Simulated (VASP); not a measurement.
Runs of VASP 6.6.1 on B. The structure is that of space group P4_3 (No. 78), or close to it. The cells are those of the table. 

```tsv
task	cell	k mesh	cutoff (eV)	gap on the mesh (eV)	pressure (GPa)	relaxed volume (Å³/atom)	largest force (eV/Å)
relaxation of cell and atoms	relaxed from a = 4.580, b = 4.580, c = 3.017 Å, 8 atoms	8 × 8 × 12	600	-	0.0	7.92	-
single point	a = 4.579, b = 4.579, c = 3.023 Å, 8 atoms	8 × 8 × 12	520	-	0.0	-	0.01
single point	a = 4.580, b = 4.580, c = 3.017 Å, 8 atoms	4 × 4 × 6	520	none	0.4	-	(b)
single point	a = 4.393, b = 4.393, c = 2.967 Å, 8 atoms	4 × 4 × 6	520	none	23.9	-	(a)
relaxation of cell and atoms	relaxed from a = 4.393, b = 4.393, c = 2.967 Å, 8 atoms	4 × 4 × 6	600	none	-0.1	7.92	0.04
```

Alike in all rows: level PBE; potentials or basis VASP PAW PBE potentials, release 64 (B); no spin polarisation; smearing gaussian 0.1 eV.

Task: Fill in the values left out.

Result: (a) 3.10; (b) 0.02.

Caveats: forces of over 1 eV/Å act on the atoms, so gaps and moduli don't describe the material at rest (some runs).

A gap of «none» marks levels without a gap at the run's occupations.
